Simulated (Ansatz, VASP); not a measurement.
# Re in VASP and in Ansatz

```xyz
2
Lattice="-2.4870 2.4870 1.2941 2.4870 -2.4870 1.2941 2.4870 2.4870 -1.2941" Properties=species:S:1:pos:R:3 pbc="T T T"
Re    0.0000    0.0000    0.0000
Re    0.0000    2.4870    0.6470
```

Alike in both runs: functional PBEsol; k mesh 8 × 8 × 8; occupations gaussian, width 0.1 eV; no spin polarisation.

Ansatz relaxed the structure, and its values are those at the end. VASP's run is a single point on that final structure, the one shown.

```csv
,VASP,Ansatz
version,VASP 6.6.1,Ansatz 0.2.0
potentials or method,"VASP PAW PBE potentials, release 64 (Re), cutoff 520 eV","scalar-relativistic, plane waves, PAW"
valence electrons in the cell,14,30
```

```csv
,VASP,Ansatz,Ansatz less VASP
gap on the k mesh at the Fermi level (eV),none,none,-
pressure (GPa),-0.6,0.1,+0.65
```

VASP's potentials were made for PBE, not for PBEsol. A gap of «none» marks a metal or a gap that the smearing closes. The functional is the same, so the differences come from potentials, cutoffs and numerics. VASP's potentials hold 14 valence electrons a cell and Ansatz's 30, so a difference there can come from the potentials and not from the codes.

Spin-orbit coupling is off throughout.
